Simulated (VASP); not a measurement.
## HfC: single point with PBEsol

Crystal: HfC.

```
CELL_PARAMETERS angstrom
0.00000 2.32500 2.32500
2.32500 0.00000 2.32500
2.32500 2.32500 0.00000
ATOMIC_POSITIONS crystal
Hf 0.47000 0.47000 0.53000
C 0.03000 0.03000 0.97000
```

This cell differs from its parent crystal: shortest bond scaled by 0.88.

```json
{
  "Program": "VASP 6.6.1",
  "Task": "single point",
  "Functional": "PBEsol",
  "Potentials or basis": "VASP PAW PBE potentials, release 64 (Hf_pv, C)",
  "Cutoff": "520 eV",
  "k mesh": "11 × 11 × 11",
  "Occupations": "fermi-dirac, width 0.05 eV",
  "Spin": "no spin polarisation"
}
```

```
Pressure               : 0.7 GPa
Largest force          : 2.845 eV/Å
Band gap on the k mesh : zero (bands 7 and 8 overlap by 0.84 eV)
```

Forces in eV/Å, atoms in the order of the input:
```
Hf   0.000  0.000  2.845
C    0.000  0.000 -2.845
```

Stress tensor (GPa, compression positive):
```
-7.94  0.00  0.00
 0.00 -7.94  0.00
 0.00  0.00 18.00
```

Levels at points of the mesh, in eV from the Fermi level:
```tsv
k point	band 3	band 4	band 5	band 6	band 7	band 8	band 9	band 10	band 11	band 12
(0.00, 0.00, 0.00)	-29.49	-12.24	-0.46	-0.46	-0.16	1.35	3.07	3.07	3.38	5.13
```

Run time: 51 s on 1 thread of Intel Xeon 8259CL, on a shared host, peak memory 0.18 GiB.

Caveat: the cell differs from its parent crystal (shortest bond scaled by 0.88); the PAW data sets were made with another functional, which shifts forces and pressure a little; spin-orbit coupling is left out, which moves the levels of the heavy elements.
